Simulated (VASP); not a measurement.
Wanted: the native input for a VASP 6.6.1 run.

```yaml
Task: single point
Functional: PBEsol
Potentials_or_basis: VASP PAW PBE potentials, release 64 (Sn_d, O)
Cutoff: 520 eV
k_mesh: 6 × 6 × 4
Occupations: gaussian, width 0.1 eV
Spin: no spin polarisation
Dipole_correction: no
Further_INCAR_settings: ALGO = Normal; EDIFF = 1e-06; NBANDS = 49
```

The structure of SnO2 lies in POSCAR:

```
SnO2
1.0
    5.4350298875      0.0000000000      0.0000000000
   -2.7175149438      4.7068739529      0.0000000000
    0.0000000000      0.0000000000      5.9465711049
Sn O
3 6
Direct
    0.0000000000      0.5000000000      0.3333333333
    0.5000000000      0.5000000000      0.6666666667
    0.5000000000      0.0000000000      0.0000000000
    0.5845091975      0.7922545988      0.8333333333
    0.7922545988      0.5845091975      0.5000000000
    0.7922545988      0.2077454012      0.1666666667
    0.4154908025      0.2077454012      0.8333333333
    0.2077454012      0.4154908025      0.5000000000
    0.2077454012      0.7922545988      0.1666666667
```

The input as run:

INCAR

```
SYSTEM = SnO2
  PREC = Accurate
  ENCUT = 520
  EDIFF = 1E-6
  ISMEAR = 0
  SIGMA = 0.1
  LREAL = .FALSE.
  LASPH = .TRUE.
  NELM = 60
  ALGO = Normal
  ISIF = 2
  LWAVE = .FALSE.
  LCHARG = .FALSE.
  GGA = PS
  NBANDS = 49
```

KPOINTS

```
regular mesh
0
G
  6 6 4
  0 0 0
```

Potentials or basis: VASP PAW PBE potentials, release 64 (Sn_d, O).

The run is started by

```console
$ cat potpaw_PBE.64/Sn_d/POTCAR potpaw_PBE.64/O/POTCAR > POTCAR
$ mpirun -np 1 vasp_std > vasp.out
```

Results of the run:

```
Pressure               : 63.3 GPa
Largest force          : 3.559 eV/Å
Band gap on the k mesh : 3.68 eV, direct
```

Caveat: the PAW data sets were made with another functional, which shifts forces and pressure a little; spin-orbit coupling is left out, which moves the levels of the heavy elements.

Run time: 120 s on 1 thread of Intel(R) Xeon(R) 6975P-C (Granite Rapids) (shared host), peak memory 0.31 GiB.
